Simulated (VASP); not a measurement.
Input of a VASP 6.6.1 run:

INCAR

```
SYSTEM = Ti2H
PREC = Accurate
ENCUT = 520
EDIFF = 1E-7
ISMEAR = -1
SIGMA = 0.1
LREAL = .FALSE.
LASPH = .TRUE.
NELM = 100
ALGO = Normal
ISIF = 2
LWAVE = .FALSE.
LCHARG = .TRUE.
GGA = PS
LELF = .TRUE.
LVHAR = .TRUE.
NBANDS = 34
```

The input KPOINTS:

```
regular mesh
0
G
  6 6 6
  0 0 0
```

The input POSCAR:

```
Ti2H
1.0
    4.3920181726      0.0000000000      0.0000000000
    0.0000000000      4.3920181726      0.0000000000
    0.0000000000      0.0000000000      4.3920181726
Ti H
4 2
Direct
    0.2500000000      0.7500000000      0.2500000000
    0.7500000000      0.2500000000      0.2500000000
    0.2500000000      0.2500000000      0.7500000000
    0.7500000000      0.7500000000      0.7500000000
    0.0000000000      0.0000000000      0.0000000000
    0.5000000000      0.5000000000      0.5000000000
```

Potentials or basis: VASP PAW PBE potentials, release 64 (Ti_sv, H).

Launch:

```console
$ cat potpaw_PBE.64/Ti_sv/POTCAR potpaw_PBE.64/H/POTCAR > POTCAR
$ mpirun -np 1 vasp_std > vasp.out
```

Question: Estimate the band gap on the k mesh.

Answer: Zero (band 25 reaches 7.01 eV, above the bottom of band 26 at 6.10 eV).

Question: Estimate the pressure.

Answer: -13.8 GPa.

Caveat: the PAW data sets were made with another functional, which shifts forces and pressure a little.
